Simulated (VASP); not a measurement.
# C (P6_3/mmc) in VASP: notebook

The runs below take C through single point, with PBE.

Program: VASP 6.6.1. These are calculated values, not measurements. Logs are shortened: lines on timing, memory, paths and dates and some standing lists are left out, and cuts for length are marked.

**1. The cell of the first run**

Symmetry: P6_3/mmc, No. 194, hexagonal system. Conventional cell: a = 2.467 Å, b = 2.467 Å, c = 8.172 Å, α = 90.00°, β = 90.00°, γ = 120.00°. C (site symmetry -6m2) has 3 C at 1.42 Å within 1.9 Å. C (site symmetry -6m2) has 3 C at 1.42 Å within 1.9 Å.

**2. Single point, PBE (strain -0.0400 x Voigt [0, 0, 1, 0, 0, 0])**

Contents of INCAR:

```
PREC = Accurate
ENCUT = 520
EDIFF = 1E-6
ISMEAR = 0
SIGMA = 0.15
LREAL = F
LASPH = T
NELM = 100
ALGO = Normal
ISIF = 2
LWAVE = F
LCHARG = F
GGA = PE
NBANDS = 16
```

Contents of KPOINTS:

```
regular mesh
0
Gamma
  24 24 6
```

Contents of POSCAR:

```
C
1.0
    2.4665344233      0.0000000000      0.0000000000
   -1.2332672117      2.1360814699      0.0000000000
    0.0000000000      0.0000000000      8.1723337984
C
4
Direct
    0.0000000000      0.0000000000      0.0025000000
    0.0000000000      0.0000000000      0.5025000000
    0.3333333333      0.6666666667      0.0025000000
    0.6666666667      0.3333333333      0.5025000000
```

Potentials or basis: VASP PAW PBE potentials, release 64 (C).

Command:

```console
$ cat potpaw_PBE.64/C/POTCAR > POTCAR
$ mpirun -np 1 vasp_std > vasp.out
```

OUTCAR:

```text
PREC = Accurate
   ENCUT = 520
   EDIFF = 1E-6
   ISMEAR = 0
   LREAL = F
   LASPH = T
   NELM = 100
   ISIF = 2
   GGA = PE

 ion  position               nearest neighbor table
   1  0.000  0.000  0.002-   3 1.42   3 1.42   3 1.42
   2  0.000  0.000  0.502-   4 1.42   4 1.42   4 1.42
   3  0.333  0.667  0.002-   1 1.42   1 1.42   1 1.42
   4  0.667  0.333  0.502-   2 1.42   2 1.42   2 1.42

  LATTYP: Found a hexagonal cell.
 ALAT       =     2.4665344233
 C/A-ratio  =     3.3132859291

  Lattice vectors:

 A1 = (   2.4665344233,   0.0000000000,   0.0000000000)
 A2 = (  -1.2332672117,   2.1360814699,   0.0000000000)
 A3 = (   0.0000000000,   0.0000000000,   8.1723337984)

Analysis of symmetry for initial positions (statically):
=====================================================================
 Subroutine PRICEL returns:
 Original cell was already a primitive cell.

 Routine SETGRP: Setting up the symmetry group for a
 hexagonal supercell.

 Subroutine GETGRP returns: Found 24 space group operations
 (whereof  6 operations were pure point group operations)
 out of a pool of 24 trial point group operations.

The static configuration has the point symmetry C_3v.
 The point group associated with its full space group is D_6h.

Analysis of symmetry for dynamics (positions and initial velocities):
=====================================================================
 Subroutine PRICEL returns:
 Original cell was already a primitive cell.

 Routine SETGRP: Setting up the symmetry group for a
 hexagonal supercell.

 Subroutine GETGRP returns: Found 24 space group operations
 (whereof  6 operations were pure point group operations)
 out of a pool of 24 trial point group operations.

The dynamic configuration has the point symmetry C_3v.
 The point group associated with its full space group is D_6h.

 Subroutine INISYM returns: Found 24 space group operations
 (whereof  6 operations are pure point group operations),
 and found     1 'primitive' translations

----------------------------------------------------------------------------------------

                                     Primitive cell

  volume of cell :      43.0577

  direct lattice vectors                    reciprocal lattice vectors
     2.466534423  0.000000000  0.000000000     0.405427141  0.234073469  0.000000000
    -1.233267212  2.136081470  0.000000000     0.000000000  0.468146938  0.000000000
     0.000000000  0.000000000  8.172333798     0.000000000  0.000000000  0.122364067

  length of vectors
     2.466534423  2.466534423  8.172333798     0.468146938  0.468146938  0.122364067

  position of ions in fractional coordinates (direct lattice)
     0.000000000  0.000000000  0.002500000
     0.000000000  0.000000000  0.502500000
     0.333333333  0.666666667  0.002500000
     0.666666667  0.333333333  0.502500000

  ion indices of the primitive-cell ions
   primitive index   ion index
                 1           1
                 2           2
                 3           3
                 4           4

----------------------------------------------------------------------------------------

 KPOINTS: regular mesh

Automatic generation of k-mesh.
 Grid dimensions read from file:
 generate k-points for:   24   24    6

 Generating k-lattice:

  Cartesian coordinates                     Fractional coordinates (reciprocal lattice)
     0.016892798  0.009753061  0.000000000     0.041666667  0.000000000  0.000000000
     0.000000000  0.019506122  0.000000000     0.000000000  0.041666667  0.000000000
     0.000000000  0.000000000  0.020394011     0.000000000  0.000000000  0.166666667

  Length of vectors
     0.019506122  0.019506122  0.020394011

  Shift w.r.t. Gamma in fractional coordinates (k-lattice)
     0.000000000  0.000000000  0.000000000

 Subroutine IBZKPT returns following result:
 ===========================================

 Found    244 irreducible k-points:

 Following reciprocal coordinates:
            Coordinates               Weight
  0.000000  0.000000  0.000000      1.000000
  0.041667 -0.000000  0.000000      6.000000
  0.083333  0.000000  0.000000      6.000000
  0.125000  0.000000  0.000000      6.000000
  0.166667  0.000000  0.000000      6.000000
  0.208333  0.000000  0.000000      6.000000
[... 16 lines left out ...]
  0.416667  0.041667  0.000000     12.000000
  0.458333  0.041667  0.000000     12.000000
 [... further k-points ...]
   k-points           NKPTS =    244   k-points in BZ     NKDIM =    244   number of bands    NBANDS=     16
   number of dos      NEDOS =    301   number of ions     NIONS =      4
   total plane-waves  NPLWV =  20736
   dimension x,y,z NGX =    18 NGY =   18 NGZ =   64
   dimension x,y,z NGXF=    36 NGYF=   36 NGZF=  128
   ions per type =               4
   NGX,Y,Z   is equivalent  to a cutoff of  12.13, 12.13, 13.02 a.u.
   NGXF,Y,Z  is equivalent  to a cutoff of  24.26, 24.26, 26.04 a.u.
 SYSTEM =  unknown system
   PREC   = accura    normal or accurate (medium, high low for compatibility)
   ISTART =      0    job   : 0-new  1-cont  2-samecut
   ICHARG =      2    charge: 1-file 2-atom 10-const
   ISPIN  =      1    spin polarized calculation?
   LNONCOLLINEAR =      F non collinear calculations
   LSORBIT =      F    spin-orbit coupling
   LASPH  =      T    aspherical Exc in radial PAW
   ENCUT  =  520.0 eV  38.22 Ry    6.18 a.u.   4.59  4.59 15.20*2*pi/ulx,y,z
   NELM   =    100;   NELMIN=  2; NELMDL= -5     # of ELM steps
   EDIFF  = 0.1E-05   stopping-criterion for ELM
   LREAL  =      F    real-space projection
   EDIFFG = 0.1E-04   stopping-criterion for IOM
   NSW    =      0    number of steps for IOM
   IBRION =     -1    ionic relax: 0-MD 1-quasi-New 2-CG
   NFREE  =      0    steps in history (QN), initial steepest desc. (CG)
   ISIF   =      2    stress and relaxation
   ISYM   =      2    0-nonsym 1-usesym 2-fastsym
   POTIM  = 0.5000    time-step for ionic-motion
   TEBEG  =    0.0;   TEEND  =   0.0 temperature during run
   PSTRESS=    0.0 pullay stress
   NELECT =      16.0000    total number of electrons
   NUPDOWN=      -1.0000    fix difference up-down
   EMIN   =  10.00;   EMAX   =-10.00  energy-range for DOS
   EFERMI =   0.00;   METHOD = LEGACY
   ISMEAR =     0;   SIGMA  =   0.15  broadening in eV -4-tet -1-fermi 0-gaus
   EFERMI_NEDOS =   21; number of points for ismear=-14 and -15
   IALGO  =     38    algorithm
   IMIX   =      4    mixing-type and parameters
     AMIX     =   0.40;   BMIX     =  1.00
     AMIX_MAG =   1.60;   BMIX_MAG =  1.00
  volume/ion in A,a.u.               =      10.76        72.64
  Fermi-wavevector in a.u.,A,eV,Ry     =   1.176967  2.224146 18.847504  1.385252
  Thomas-Fermi vector in A             =   2.313322
   LORBIT       =      0    0 simple, 1 ext, 2 COOP (PROOUT), +10 PAW based schemes
   GGA     = PE    functional components
   LHFCALC =     F    Hartree Fock is set to
   AEXX    =    0.0000 exact exchange contribution
   IVDW    =     0    specifies the selected vdW correction
   LEPSILON=     F    determine dielectric tensor
   LRPA    =     F    only Hartree local field effects (RPA)
 non-spin polarized calculation
 Gauss-broadening in eV      SIGMA  =   0.15
  energy-cutoff  :      520.00
  volume of cell :       43.06
 maximum number of plane-waves:      1182
   NGX =  9   NGY =  9   NGZ = 31

 number of electron      15.9999995 magnetization

 Free energy of the ion-electron system (eV)
  ---------------------------------------------------
  ext. energy  EPLUGINS =         0.00000000
  ---------------------------------------------------
  free energy    TOTEN  =       -36.90524622 eV

  energy without entropy =      -36.90433783  energy(sigma->0) =      -36.90479203

 E-fermi :   3.0958     XC(G=0):  -8.9917

 val. band max:        3.0949311968   @ k =   0.3333   0.3333   0.1667
 cond. band min:       3.0961374097   @ k =   0.3333   0.3333   0.3333
 fundamental gap:      0.0012062128
 Fermi energy:         3.0957688811

 k-point     1 :       0.0000    0.0000    0.0000
  band No.  band energies     occupation
      1     -16.4440      2.00000
      2     -16.3898      2.00000
      3      -4.8229      2.00000
      4      -4.1858      2.00000
      5       0.0534      2.00000
      6       0.0534      2.00000
[... 8 lines left out ...]
     15      14.4974      0.00000
     16      14.5332      0.00000

 k-point     2 :       0.0417   -0.0000    0.0000
  band No.  band energies     occupation
      1     -16.4030      2.00000
      2     -16.3489      2.00000
      3      -4.7733      2.00000
      4      -4.1376      2.00000
      5      -0.1161      2.00000
      6      -0.1136      2.00000
[... 8 lines left out ...]
     15      14.3522      0.00000
     16      14.3907      0.00000

 k-point     3 :       0.0833    0.0000    0.0000
  band No.  band energies     occupation
      1     -16.2797      2.00000
      2     -16.2262      2.00000
      3      -4.6248      2.00000
      4      -3.9930      2.00000
      5      -0.5984      2.00000
      6      -0.5945      2.00000
[... 8 lines left out ...]
     15      13.9301      0.00000
     16      13.9771      0.00000

 k-point     4 :       0.1250    0.0000    0.0000
  band No.  band energies     occupation
      1     -16.0748      2.00000
      2     -16.0220      2.00000
      3      -4.3783      2.00000
      4      -3.7533      2.00000
      5      -1.3303      2.00000
      6      -1.3243      2.00000
[... 8 lines left out ...]
     15      13.2648      0.00000
     16      13.3301      0.00000
[... 324 lines left out ...]
 k-point    22 :       0.3750    0.0417    0.0000
  band No.  band energies     occupation
      1     -12.8002      2.00000
      2     -12.7606      2.00000
      3      -8.1190      2.00000
      4      -8.0945      2.00000
      5      -3.2076      2.00000
      6      -3.2006      2.00000
[... 8 lines left out ...]
     15      16.8460      0.00000
     16      18.2427      0.00000

 k-point    23 :       0.4167    0.0417    0.0000
  band No.  band energies     occupation
      1     -12.0491      2.00000
      2     -12.0130      2.00000
      3      -9.1074      2.00000
      4      -9.0809      2.00000
      5      -3.3692      2.00000
      6      -3.3620      2.00000
[... 8 lines left out ...]
     15      15.6854      0.00000
     16      17.4996      0.00000

 k-point    24 :       0.4583    0.0417    0.0000
  band No.  band energies     occupation
      1     -11.3313      2.00000
      2     -11.3041      2.00000
      3      -9.9394      2.00000
      4      -9.9167      2.00000
      5      -3.4508      2.00000
      6      -3.4436      2.00000
[... 8 lines left out ...]
     15      15.7182      0.00000
     16      16.7830      0.00000

 [... further k-points ...]

------------------------ aborting loop because EDIFF is reached ----------------------------------------

  FORCE on cell =-STRESS in cart. coord.  units (eV):
  Direction    XX          YY          ZZ          XY          YZ          ZX
  --------------------------------------------------------------------------------------
  -------------------------------------------------------------------------------------
  Total        0.1466804      0.1466804      0.0301270     -0.0000000      0.0000000      0.0000000
  in kB        5.4579742      5.4579742      1.1210246     -0.0000000      0.0000000      0.0000000
  external PRESSURE =       4.0123243 kB  Pullay stress =       0.0000000 kB

 VOLUME and BASIS-vectors are now :
 -----------------------------------------------------------------------------
  energy-cutoff  :      520.00
  volume of cell :       43.06
      direct lattice vectors                 reciprocal lattice vectors
     2.466534423  0.000000000  0.000000000     0.405427141  0.234073469  0.000000000
    -1.233267212  2.136081470  0.000000000     0.000000000  0.468146938  0.000000000
     0.000000000  0.000000000  8.172333798     0.000000000  0.000000000  0.122364067

 POSITION                                       TOTAL-FORCE (eV/Angst)
 -----------------------------------------------------------------------------------
      0.00000      0.00000      0.02043         0.000000     -0.000000      0.000000
      0.00000      0.00000      4.10660        -0.000000      0.000000     -0.000000
     -0.00000      1.42405      0.02043         0.000000      0.000000      0.000000
      1.23327      0.71203      4.10660        -0.000000      0.000000     -0.000000
 -----------------------------------------------------------------------------------
    total drift:                               -0.000000     -0.000000      0.000037

  FREE ENERGIE OF THE ION-ELECTRON SYSTEM (eV)
  ---------------------------------------------------
  free  energy   TOTEN  =       -36.9052462205 eV

  energy  without entropy=      -36.9043378299  energy(sigma->0) =      -36.90479203
```

It took 2.6 min on 1 thread of Intel Xeon Platinum 8259CL at 2.50GHz (Skylake/Cascade Lake), shared host; peak memory 0.23 GiB.

What came out:

| Item | Value |
| --- | --- |
| Free energy | -36.9052 eV |
| Pressure | 0.4 GPa |
| Band gap on the k mesh | zero (filled and empty bands touch) |

Levels at points of the mesh, in eV from the Fermi level:
| k point | band 6 | band 7 | band 8 | band 9 | band 10 | band 11 |
| --- | --- | --- | --- | --- | --- | --- |
| (0.00, 0.00, 0.00) | -3.04 | -3.04 | -3.04 | 3.21 | 6.93 | 8.30 |
| (0.50, 0.00, 0.00) | -6.41 | -2.46 | -2.26 | 1.56 | 1.83 | 7.32 |
| (0.00, 0.00, 0.50) | -3.04 | -3.04 | -3.04 | 4.65 | 4.65 | 8.31 |
| (0.50, 0.00, 0.50) | -6.42 | -2.36 | -2.36 | 1.67 | 1.67 | 7.36 |

Caveat: the cell differs from its parent crystal (strain -0.0400 x Voigt [0, 0, 1, 0, 0, 0]); this functional lacks dispersion, which binds the layers, so the pressure and a relaxed spacing across them are unreliable.

(Continued in part 2 of 2.)
